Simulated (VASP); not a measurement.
A run of VASP 6.6.1:

INCAR

```
PREC = Accurate
ENCUT = 600
EDIFF = 1E-7
ISMEAR = 0
SIGMA = 0.1
LREAL = F
LASPH = T
NELM = 80
ALGO = Normal
ISIF = 3
LWAVE = F
LCHARG = F
GGA = PE
IBRION = 2
NSW = 90
EDIFFG = -0.04
```

KPOINTS

```
Automatic mesh
0
Gamma
  6 6 6
```

Contents of POSCAR:

```
AlH5
1.0
    4.2748618200      0.0000000000      0.0000000000
   -2.1374309100      3.7021389300      0.0000000000
    0.0000000000      0.0000000000      3.5638478800
Al H
1 5
Direct
    0.0000000000      0.0000000000      0.0000000000
    0.5000000000      0.0000000000      0.5000000000
    0.5000000000      0.5000000000      0.5000000000
    0.0000000000      0.5000000000      0.5000000000
    0.3333333300      0.6666666700      0.0000000000
    0.6666666700      0.3333333300      0.0000000000
```

Potentials or basis: VASP PAW PBE potentials, release 64 (Al, H).

Run with:

```bash
$ cat potpaw_PBE.64/Al/POTCAR potpaw_PBE.64/H/POTCAR > POTCAR
$ mpirun -np 1 vasp_std > vasp.out
```

Hardware: 1 thread of AMD EPYC 7R13 Processor (Zen 3) (shared host).

Question: Estimate the wall time of this run.

Answer: It took 2.5 min on 1 thread of AMD EPYC 7R13 Processor (Zen 3), with other jobs on the host, peak memory 0.16 GiB. Counts: scf iterations 126, k points 28, ion steps 16.
